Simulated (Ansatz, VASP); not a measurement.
# SiO2: VASP beside Ansatz

```xyz
6
Lattice="4.3312 0.0000 0.0000 0.0000 4.3312 0.0000 0.0000 0.0000 3.0125" Properties=species:S:1:pos:R:3 pbc="T T T"
Si    2.1656    2.1656    1.5063
Si    0.0000    0.0000    0.0000
O     3.0016    3.0016    0.0000
O     0.8360    3.4952    1.5063
O     1.3296    1.3296    0.0000
O     3.4952    0.8360    1.5063
```

Alike in both runs: task single point; functional PBE; k mesh 6 × 6 × 8; occupations gaussian, width 0.05 eV; no spin polarisation.

|  | VASP | Ansatz |
| --- | --- | --- |
| version | VASP 6.6.1 | Ansatz 0.2.0 |
| potentials or method | VASP PAW PBE potentials, release 64 (Si, O), cutoff 520 eV | scalar-relativistic, plane waves, PAW |
| valence electrons in the cell | 32 | 32 |

VASP gave:

* gap on the k mesh at the Fermi level (eV): 2.18
* least direct gap on the mesh (eV): 2.18
* rms of the force components (eV/Å): 0.064

Q: Which values does Ansatz return?

A: gap on the k mesh at the Fermi level (eV): 2.20; least direct gap on the mesh (eV): 2.20; rms of the force components (eV/Å): 0.063.

Atom by atom the forces differ by 0.000 eV/Å (rms over components).
